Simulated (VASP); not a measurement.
Crystal: Y.

```
CELL_PARAMETERS angstrom
0.00000 3.50000 3.50000
3.50000 0.00000 3.50000
3.50000 3.50000 0.00000
ATOMIC_POSITIONS crystal
Y 0.00000 0.00000 0.00000
Y 0.25000 0.25000 0.25000
```

This isn't the form of Y at room conditions, which is hcp.

| Property | Result |
| --- | --- |
| Program | VASP 6.6.1 |
| Task | relaxation of cell and atoms |
| Functional | r2SCAN |
| Dispersion | D3(BJ) |
| Potentials or basis | VASP PAW PBE potentials, release 64 (Y_sv) |
| Cutoff | 550 eV |
| k mesh | 6 × 6 × 6 |
| Occupations | fermi-dirac, width 0.05 eV |
| Spin | no spin polarisation |

At the start: pressure -1.0 GPa; volume 42.88 Å³/atom.

Where does the relaxation end?

Over 4 steps the energy falls by 16.7 meV/atom and the volume is 39.24 Å³/atom (-8.5 %); space group Fd-3m (No. 227, to 0.1 Å) before and after.

The path:
```
step  energy change (eV)  largest force (eV/Å)  pressure (GPa)  volume (Å³)
   1              0.0000                0.0000           -0.97        85.75
   2             -0.0194                0.0000           -0.93        82.57
   3             -0.0125                0.0000            1.32        73.51
   4             -0.0335                0.0000           -0.05        78.49
```

Final structure:
```
Y
1.0
     0.00000    3.39823    3.39823
     3.39823    0.00000    3.39823
     3.39823    3.39823    0.00000
Y
2
Direct
  0.00000 0.00000 0.00000
  0.25000 0.25000 0.25000
```

Caveat: the PAW data sets were made with another functional, which shifts forces and pressure a little.
